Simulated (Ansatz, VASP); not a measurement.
Two plane-wave programs on SiNi

```
CELL_PARAMETERS angstrom
4.50369 0.00000 0.00000
0.00000 4.50369 0.00000
0.00000 0.00000 4.50369
ATOMIC_POSITIONS crystal
Ni 0.14950 0.14950 0.14950
Ni 0.64950 0.35050 0.85050
Ni 0.85050 0.64950 0.35050
Ni 0.35050 0.85050 0.64950
Si 0.84683 0.84683 0.84683
Si 0.34683 0.65317 0.15317
Si 0.15317 0.34683 0.65317
Si 0.65317 0.15317 0.34683
```

Alike in both runs: task relaxation of cell and atoms; functional PBEsol; dispersion D3(BJ); k mesh 6 × 6 × 6; occupations fermi-dirac, width 0.05 eV; collinear spin.

|  | VASP | Ansatz |
| --- | --- | --- |
| version | VASP 6.6.1 | Ansatz 0.2.0 |
| potentials or method | VASP PAW PBE potentials, release 64 (Ni, Si) | Ansatz PAW |
| plane-wave cutoff (eV) | 600 | 420 |
| valence electrons in the cell | 56 | 88 |

```csv
,VASP,Ansatz,Ansatz less VASP
"gap on the k mesh at the Fermi level, each at its own relaxed structure (eV)",none,none,-
net moment per atom (μB),0.00,0.00,0.000
relaxed volume (Å³/atom),10.81,10.80,-0.014
relaxed length of the cell vector where the two differ most in proportion (Å),4.423,4.421,-0.0019
```

VASP's potentials were made for PBE, not for PBEsol. A gap of «none» marks a metal or a gap that the smearing closes. VASP's potentials hold 56 valence electrons a cell and Ansatz's 88, so a difference there can come from the potentials and not from the codes.

Noted on Ansatz's run: the plane-wave basis is chosen anew once the cell has moved, so the energies of steps on either side of that aren't comparable.
